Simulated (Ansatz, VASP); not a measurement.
# Two plane-wave programs on Nb

The input INCAR:

```
SYSTEM = Nb
PREC = Accurate ; ENCUT = 520
EDIFF = 1E-8 ; ISMEAR = -1
SIGMA = 0.05 ; LREAL = .False.
LASPH = .True. ; NELM = 60
ALGO = Normal ; ISIF = 2
LWAVE = .False. ; LCHARG = .False.
GGA = PS ; LEFG = .True.
NBANDS = 20
```

KPOINTS

```
regular mesh
0
Gamma
  9 9 9
  0 0 0
```

The input POSCAR:

```
Nb
1.0
    0.0000000000      2.8296800281      2.8296800281
    2.8296800281      0.0000000000      2.8296800281
    2.8296800281      2.8296800281      0.0000000000
Nb
2
Direct
   -0.1475000000     -0.1175000000     -0.1175000000
    0.1475000000      0.1175000000      0.1175000000
```

Input for Ansatz:

```yaml
crystal:
  lattice:
    - [0.0, 2.8296800281, 2.8296800281]
    - [2.8296800281, 0.0, 2.8296800281]
    - [2.8296800281, 2.8296800281, 0.0]
  atoms:
    - { symbol: Nb, position: [-0.1475, -0.1175, -0.1175] }
    - { symbol: Nb, position: [0.1475, 0.1175, 0.1175] }
kpoints:
  mp_grid: { grid: [9, 9, 9] }
scf:
  occupations: { method: fermi_dirac, width: 0.05 }
hamiltonian:
  xc: pbesol
  pseudopotentials: { kind: paw }
output:
  forces: true
  stress: true
  eigenvalues: true
  efg: { contact_densities: true }
  populations: true
```

Change from the starting cell: shortest bond scaled by 0.94, PAW files.

Alike in both runs: task electric field gradients; functional PBEsol; k mesh 9 × 9 × 9; occupations fermi-dirac, width 0.05 eV; no spin polarisation.

```csv
,VASP,Ansatz
version,VASP 6.6.1,Ansatz 0.2.0
potentials or method,"VASP PAW PBE potentials, release 64 (Nb_sv)","PAW with Ansatz's default frozen-core files, scalar-relativistic"
plane-wave cutoff (eV),520,420
valence electrons in the cell,26,26
```

```csv
,VASP,Ansatz,Ansatz less VASP
pressure (GPa),7.2,7.1,-0.08
"traceless stress, the component that is largest in VASP (GPa)",-4.45,-4.39,+0.060
rms of the force components (eV/Å),0.012,0.019,+0.0074
size of Vzz on the site where it differs most (V/Å²),33.2,30.1,-3.17
```

VASP's potentials were made for PBE, not for PBEsol. Atom by atom the forces differ by 0.007 eV/Å (rms over components).
